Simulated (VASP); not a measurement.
# SrMg5 (P-6m2) in VASP: single point with LDA

Aim: the single point of SrMg5 with LDA.

Program: VASP 6.6.1. These are calculated values, not measurements. Logs are shortened: lines on timing, memory, paths and dates and some standing lists are left out, and cuts for length are marked.

### 1 The cell of the first run

Symmetry: P-6m2, No. 187, hexagonal system. The conventional cell has a = 3.522 Å, b = 3.522 Å, c = 15.377 Å, α = 90.00°, β = 90.00°, γ = 120.00°. Within 4.6 Å of Sr (site symmetry -6m2) lie 6 Sr at 3.52 Å and 6 Mg at 3.60 Å. Within 4.1 Å of Mg (site symmetry 3m) lie 9 Mg at 3.11 to 3.52 Å and 3 Sr at 3.60 Å. Within 4.1 Å of Mg (site symmetry 3m) lie 12 Mg at 3.11 to 3.52 Å. Within 4.1 Å of Mg (site symmetry -6m2) lie 12 Mg at 3.12 to 3.52 Å.

### 2 Single point, LDA

Input file INCAR:

```
SYSTEM = SrMg5
ALGO = Normal
EDIFF = 1E-6
ENCUT = 520
ISIF = 2
ISMEAR = 0
LASPH = .TRUE.
LCHARG = .FALSE.
LREAL = .FALSE.
LWAVE = .FALSE.
NBANDS = 19
NELM = 80
PREC = Accurate
SIGMA = 0.1
```

Input file KPOINTS:

```
k-points
0
G
  8 8 2
  0 0 0
```

Input file POSCAR:

```
SrMg5
1.0
    3.5219821000      0.0000000000      0.0000000000
   -1.7609910500      3.0501259700      0.0000000000
    0.0000000000      0.0000000000     15.3771860000
Sr Mg
1 5
Direct
    0.6666666667      0.3333333333      0.0000000000
    0.0000000000      0.0000000000      0.8071880000
    0.6666666667      0.3333333333      0.6541100000
    0.0000000000      0.0000000000      0.5000000000
    0.6666666667      0.3333333333      0.3458900000
    0.0000000000      0.0000000000      0.1928120000
```

Potentials or basis: VASP PAW LDA potentials, release 64 (Sr_sv, Mg).

Command:

```console
$ cat potpaw_LDA.64/Sr_sv/POTCAR potpaw_LDA.64/Mg/POTCAR > POTCAR
$ mpirun -np 1 vasp_std > vasp.out
```

OUTCAR:

```text
SYSTEM = SrMg5
   EDIFF = 1E-6
   ENCUT = 520
   ISIF = 2
   ISMEAR = 0
   LASPH = .TRUE.
   LREAL = .FALSE.
   NELM = 80
   PREC = Accurate

 ion  position               nearest neighbor table
   1  0.667  0.333  0.000-   2 3.60   6 3.60   2 3.60   6 3.60   2 3.60   6 3.60
   2  0.000  0.000  0.807-   3 3.11   3 3.11   3 3.11   1 3.60   1 3.60   1 3.60
   3  0.667  0.333  0.654-   2 3.11   2 3.11   2 3.11   4 3.12   4 3.12   4 3.12
   4  0.000  0.000  0.500-   3 3.12   5 3.12   3 3.12   5 3.12   3 3.12   5 3.12
   5  0.667  0.333  0.346-   6 3.11   6 3.11   6 3.11   4 3.12   4 3.12   4 3.12
   6  0.000  0.000  0.193-   5 3.11   5 3.11   5 3.11   1 3.60   1 3.60   1 3.60

  LATTYP: Found a hexagonal cell.
 ALAT       =     3.5219821000
 C/A-ratio  =     4.3660602364

  Lattice vectors:

 A1 = (   3.5219821000,   0.0000000000,   0.0000000000)
 A2 = (  -1.7609910500,   3.0501259700,   0.0000000000)
 A3 = (   0.0000000000,   0.0000000000,  15.3771860000)

Analysis of symmetry for initial positions (statically):
=====================================================================
 Subroutine PRICEL returns:
 Original cell was already a primitive cell.

 Routine SETGRP: Setting up the symmetry group for a
 hexagonal supercell.

 Subroutine GETGRP returns: Found 12 space group operations
 (whereof 12 operations were pure point group operations)
 out of a pool of 24 trial point group operations.

The static configuration has the point symmetry D_3h.

Analysis of symmetry for dynamics (positions and initial velocities):
=====================================================================
 Subroutine PRICEL returns:
 Original cell was already a primitive cell.

 Routine SETGRP: Setting up the symmetry group for a
 hexagonal supercell.

 Subroutine GETGRP returns: Found 12 space group operations
 (whereof 12 operations were pure point group operations)
 out of a pool of 24 trial point group operations.

The dynamic configuration has the point symmetry D_3h.

 Subroutine INISYM returns: Found 12 space group operations
 (whereof 12 operations are pure point group operations),
 and found     1 'primitive' translations

----------------------------------------------------------------------------------------

                                     Primitive cell

  volume of cell :     165.1893

  direct lattice vectors                    reciprocal lattice vectors
     3.521982100  0.000000000  0.000000000     0.283931028  0.163927656  0.000000000
    -1.760991050  3.050125970  0.000000000     0.000000000  0.327855311  0.000000000
     0.000000000  0.000000000 15.377186000     0.000000000  0.000000000  0.065031404

  length of vectors
     3.521982100  3.521982100 15.377186000     0.327855311  0.327855311  0.065031404

  position of ions in fractional coordinates (direct lattice)
     0.666666667  0.333333333  0.000000000
     0.000000000  0.000000000  0.807188000
     0.666666667  0.333333333  0.654110000
     0.000000000  0.000000000  0.500000000
     0.666666667  0.333333333  0.345890000
     0.000000000  0.000000000  0.192812000

  ion indices of the primitive-cell ions
   primitive index   ion index
                 1           1
                 2           2
                 3           3
                 4           4
                 5           5
                 6           6

----------------------------------------------------------------------------------------

 KPOINTS: k-points

Automatic generation of k-mesh.
 Grid dimensions read from file:
 generate k-points for:    8    8    2

 Generating k-lattice:

  Cartesian coordinates                     Fractional coordinates (reciprocal lattice)
     0.035491379  0.020490957  0.000000000     0.125000000 -0.000000000  0.000000000
     0.000000000  0.040981914  0.000000000     0.000000000  0.125000000  0.000000000
     0.000000000  0.000000000  0.032515702     0.000000000  0.000000000  0.500000000

  Length of vectors
     0.040981914  0.040981914  0.032515702

  Shift w.r.t. Gamma in fractional coordinates (k-lattice)
     0.000000000  0.000000000  0.000000000

 Subroutine IBZKPT returns following result:
 ===========================================

 Found     20 irreducible k-points:

 Following reciprocal coordinates:
            Coordinates               Weight
  0.000000  0.000000  0.000000      1.000000
  0.125000 -0.000000  0.000000      6.000000
  0.250000 -0.000000  0.000000      6.000000
  0.375000 -0.000000  0.000000      6.000000
  0.500000 -0.000000  0.000000      3.000000
  0.125000  0.125000  0.000000      6.000000
[... 12 lines left out ...]
  0.250000  0.250000  0.500000      6.000000
  0.375000  0.250000  0.500000      6.000000
   k-points           NKPTS =     20   k-points in BZ     NKDIM =     20   number of bands    NBANDS=     19
   number of dos      NEDOS =    301   number of ions     NIONS =      6
   total plane-waves  NPLWV =  94080
   dimension x,y,z NGX =    28 NGY =   28 NGZ =  120
   dimension x,y,z NGXF=    56 NGYF=   56 NGZF=  240
   ions per type =               1   5
   NGX,Y,Z   is equivalent  to a cutoff of  13.22, 13.22, 12.97 a.u.
   NGXF,Y,Z  is equivalent  to a cutoff of  26.43, 26.43, 25.95 a.u.
 SYSTEM =  SrMg5
   PREC   = accura    normal or accurate (medium, high low for compatibility)
   ISTART =      0    job   : 0-new  1-cont  2-samecut
   ICHARG =      2    charge: 1-file 2-atom 10-const
   ISPIN  =      1    spin polarized calculation?
   LNONCOLLINEAR =      F non collinear calculations
   LSORBIT =      F    spin-orbit coupling
   LASPH  =      T    aspherical Exc in radial PAW
   ENCUT  =  520.0 eV  38.22 Ry    6.18 a.u.   6.55  6.55 28.59*2*pi/ulx,y,z
   NELM   =     80;   NELMIN=  2; NELMDL= -5     # of ELM steps
   EDIFF  = 0.1E-05   stopping-criterion for ELM
   LREAL  =      F    real-space projection
   EDIFFG = 0.1E-04   stopping-criterion for IOM
   NSW    =      0    number of steps for IOM
   IBRION =     -1    ionic relax: 0-MD 1-quasi-New 2-CG
   NFREE  =      0    steps in history (QN), initial steepest desc. (CG)
   ISIF   =      2    stress and relaxation
   ISYM   =      2    0-nonsym 1-usesym 2-fastsym
   POTIM  = 0.5000    time-step for ionic-motion
   TEBEG  =    0.0;   TEEND  =   0.0 temperature during run
   PSTRESS=    0.0 pullay stress
   NELECT =      20.0000    total number of electrons
   NUPDOWN=      -1.0000    fix difference up-down
   EMIN   =  10.00;   EMAX   =-10.00  energy-range for DOS
   EFERMI =   0.00;   METHOD = LEGACY
   ISMEAR =     0;   SIGMA  =   0.10  broadening in eV -4-tet -1-fermi 0-gaus
   EFERMI_NEDOS =   21; number of points for ismear=-14 and -15
   IALGO  =     38    algorithm
   IMIX   =      4    mixing-type and parameters
     AMIX     =   0.40;   BMIX     =  1.00
     AMIX_MAG =   1.60;   BMIX_MAG =  1.00
  volume/ion in A,a.u.               =      27.53       185.79
  Fermi-wavevector in a.u.,A,eV,Ry     =   0.809887  1.530464  8.924284  0.655916
  Thomas-Fermi vector in A             =   1.918960
   LORBIT       =      0    0 simple, 1 ext, 2 COOP (PROOUT), +10 PAW based schemes
   GGA     = CA    functional components
   LHFCALC =     F    Hartree Fock is set to
   AEXX    =    0.0000 exact exchange contribution
   IVDW    =     0    specifies the selected vdW correction
   LEPSILON=     F    determine dielectric tensor
   LRPA    =     F    only Hartree local field effects (RPA)
 non-spin polarized calculation
 Gauss-broadening in eV      SIGMA  =   0.10
  energy-cutoff  :      520.00
  volume of cell :      165.19
 maximum number of plane-waves:      4533
 NGX is ok and might be reduce to    28
   NGX = 13   NGY = 13   NGZ = 57

 number of electron      20.0000000 magnetization

 Free energy of the ion-electron system (eV)
  ---------------------------------------------------
  ext. energy  EPLUGINS =         0.00000000
  ---------------------------------------------------
  free energy    TOTEN  =       -10.19839856 eV

  energy without entropy =      -10.18459288  energy(sigma->0) =      -10.19149572

 E-fermi :   2.0917     XC(G=0):  -8.4460

 val. band max:        2.0288084202   @ k =   0.2500   0.1250   0.5000
 cond. band min:       2.1282231664   @ k =   0.2500   0.2500   0.0000
 fundamental gap:      0.0994147462
 Fermi energy:         2.0917444175

 k-point     1 :       0.0000    0.0000    0.0000
  band No.  band energies     occupation
      1     -33.5388      2.00000
      2     -15.6695      2.00000
      3     -15.2632      2.00000
      4     -15.2632      2.00000
      5      -4.2310      2.00000
      6      -3.5795      2.00000
[... 11 lines left out ...]
     18       8.6114      0.00000
     19      10.1931      0.00000

 k-point     2 :       0.1250   -0.0000    0.0000
  band No.  band energies     occupation
      1     -33.5223      2.00000
      2     -15.6450      2.00000
      3     -15.4122      2.00000
      4     -15.2951      2.00000
      5      -3.9781      2.00000
      6      -3.3329      2.00000
[... 11 lines left out ...]
     18       7.8122      0.00000
     19       8.3145      0.00000

 k-point     3 :       0.2500   -0.0000    0.0000
  band No.  band energies     occupation
      1     -33.4822      2.00000
      2     -15.7543      2.00000
      3     -15.5851      2.00000
      4     -15.3711      2.00000
      5      -3.2245      2.00000
      6      -2.5974      2.00000
[... 11 lines left out ...]
     18       6.7632      0.00000
     19       6.8836      0.00000

 k-point     4 :       0.3750   -0.0000    0.0000
  band No.  band energies     occupation
      1     -33.4417      2.00000
      2     -16.0748      2.00000
      3     -15.5241      2.00000
      4     -15.4454      2.00000
      5      -1.9850      2.00000
      6      -1.3890      2.00000
[... 319 lines left out ...]
     18       5.3774      0.00000
     19       5.5688      0.00000

 k-point    19 :       0.2500    0.2500    0.5000
  band No.  band energies     occupation
      1     -33.4248      2.00000
      2     -16.0307      2.00000
      3     -15.6704      2.00000
      4     -15.4989      2.00000
      5      -1.2408      2.00000
      6      -0.7017      2.00000
[... 11 lines left out ...]
     18       4.7051      0.00000
     19       5.4085      0.00000

 k-point    20 :       0.3750    0.2500    0.5000
  band No.  band energies     occupation
      1     -33.4128      2.00000
      2     -16.0365      2.00000
      3     -15.7838      2.00000
      4     -15.4809      2.00000
      5       0.3062      2.00000
      6       0.5899      2.00000
[... 11 lines left out ...]
     18       4.6503      0.00000
     19       4.6794      0.00000

------------------------ aborting loop because EDIFF is reached ----------------------------------------

  FORCE on cell =-STRESS in cart. coord.  units (eV):
  Direction    XX          YY          ZZ          XY          YZ          ZX
  --------------------------------------------------------------------------------------
  -------------------------------------------------------------------------------------
  Total       -2.6196491     -2.6196491     -0.3496822      0.0000000      0.0000000      0.0000000
  in kB      -25.4080835    -25.4080835     -3.3915821      0.0000000      0.0000000      0.0000000
  external PRESSURE =     -18.0692497 kB  Pullay stress =       0.0000000 kB

 VOLUME and BASIS-vectors are now :
 -----------------------------------------------------------------------------
  energy-cutoff  :      520.00
  volume of cell :      165.19
      direct lattice vectors                 reciprocal lattice vectors
     3.521982100  0.000000000  0.000000000     0.283931028  0.163927656  0.000000000
    -1.760991050  3.050125970  0.000000000     0.000000000  0.327855311  0.000000000
     0.000000000  0.000000000 15.377186000     0.000000000  0.000000000  0.065031404

 POSITION                                       TOTAL-FORCE (eV/Angst)
 -----------------------------------------------------------------------------------
      1.76099      1.01671      0.00000        -0.000000     -0.000000     -0.000000
      0.00000      0.00000     12.41228         0.000000      0.000000      0.151248
      1.76099      1.01671     10.05837         0.000000      0.000000     -0.044583
      0.00000      0.00000      7.68859         0.000000      0.000000     -0.000000
      1.76099      1.01671      5.31881         0.000000      0.000000      0.044583
      0.00000      0.00000      2.96491         0.000000      0.000000     -0.151248
 -----------------------------------------------------------------------------------
    total drift:                               -0.000000      0.000000      0.000000

  FREE ENERGIE OF THE ION-ELECTRON SYSTEM (eV)
  ---------------------------------------------------
  free  energy   TOTEN  =       -10.1983985610 eV

  energy  without entropy=      -10.1845928827  energy(sigma->0) =      -10.19149572
```

Wall time 67 s (1 thread of Intel Xeon Platinum 8488C (Sapphire Rapids), shared host); peak memory 0.27 GiB.

What came out:

- Free energy: -10.1984 eV
- Pressure: -1.8 GPa
- Largest force: 0.151 eV/Å
- Band gap on the k mesh: zero (band 10 reaches 2.58 eV, above the bottom of band 11 at 1.37 eV)

Forces in eV/Å, atoms in the order of the input:
```
Sr   0.000  0.000  0.000
Mg   0.000  0.000  0.151
Mg   0.000  0.000 -0.045
Mg   0.000  0.000  0.000
Mg   0.000  0.000  0.045
Mg   0.000  0.000 -0.151
```

Stress tensor (GPa, compression positive):
```
-2.54  0.00  0.00
 0.00 -2.54  0.00
 0.00  0.00 -0.34
```

Levels at points of the mesh, in eV from the Fermi level:
```csv
k point,band 6,band 7,band 8,band 9,band 10,band 11,band 12,band 13,band 14,band 15
"(0.00, 0.00, 0.00)",-5.67,-4.95,-3.31,-3.03,-0.59,-0.29,2.34,3.17,3.17,4.32
"(0.50, 0.00, 0.00)",-2.19,-1.98,-1.67,-1.38,-0.69,-0.59,-0.25,0.61,1.37,1.87
"(0.00, 0.00, 0.50)",-5.78,-4.65,-4.01,-1.98,-1.70,0.38,2.18,3.17,3.17,4.31
"(0.50, 0.00, 0.50)",-2.20,-2.02,-1.67,-1.19,-0.91,-0.72,0.23,0.59,0.68,2.26
```
